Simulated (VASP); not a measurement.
**SiC: single point with PBE**

SiC:

```
C Si
1.0
     1.51690    0.87578    5.23284
    -1.51690    0.87578    5.23284
     0.00000   -1.75156    5.23284
C Si
2 2
Direct
  0.44967 0.44967 0.44967
  0.55033 0.55033 0.55033
  0.92551 0.92551 0.92551
  0.07449 0.07449 0.07449
```

This cell differs from its parent crystal: volume changed by -6%.

```json
{"Program": "VASP 6.6.1", "Task": "single point", "Functional": "PBE", "Potentials or basis": "VASP PAW PBE potentials, release 64 (C, Si)", "Cutoff": "520 eV", "k mesh": "8 × 8 × 8", "Occupations": "gaussian, width 0.01 eV", "Spin": "no spin polarisation"}
```

The pressure is 13.7 GPa. The largest force is 0.304 eV/Å. The band gap on the k mesh is 0.32 eV, indirect (least direct gap 1.76 eV).

Forces in eV/Å, atoms in the order of the input:
```
C    0.000  0.000 -0.085
C    0.000  0.000  0.085
Si   0.000  0.000  0.304
Si   0.000  0.000 -0.304
```

Stress tensor (GPa, compression positive):
```
13.49  0.00  0.00
 0.00 13.49  0.00
 0.00  0.00 14.01
```

Levels at points of the mesh, in eV from the valence-band top:
| k point | band 4 | band 5 | band 6 | band 7 | band 8 | band 9 | band 10 | band 11 | band 12 | band 13 |
| --- | --- | --- | --- | --- | --- | --- | --- | --- | --- | --- |
| (0.00, 0.00, 0.00) | -2.80 | -2.80 | -1.16 | 0.00 | 0.00 | 3.77 | 3.95 | 6.23 | 6.23 | 6.60 |
| (0.50, 0.00, 0.00) | -7.09 | -5.89 | -4.42 | -4.12 | -2.02 | 2.05 | 3.82 | 4.04 | 7.16 | 7.55 |
| (0.50, 0.50, 0.00) | -8.59 | -5.14 | -4.61 | -1.50 | -1.44 | 0.32 | 1.91 | 4.55 | 5.76 | 5.90 |
| (0.50, 0.50, 0.50) | -5.00 | -2.80 | -2.80 | -0.05 | -0.05 | 3.74 | 5.85 | 5.85 | 5.89 | 7.58 |

Run time: 95 s on 1 thread of Intel Xeon 6975P-C, on a shared host, peak memory 0.25 GiB.

 A k mesh can miss the band edges.
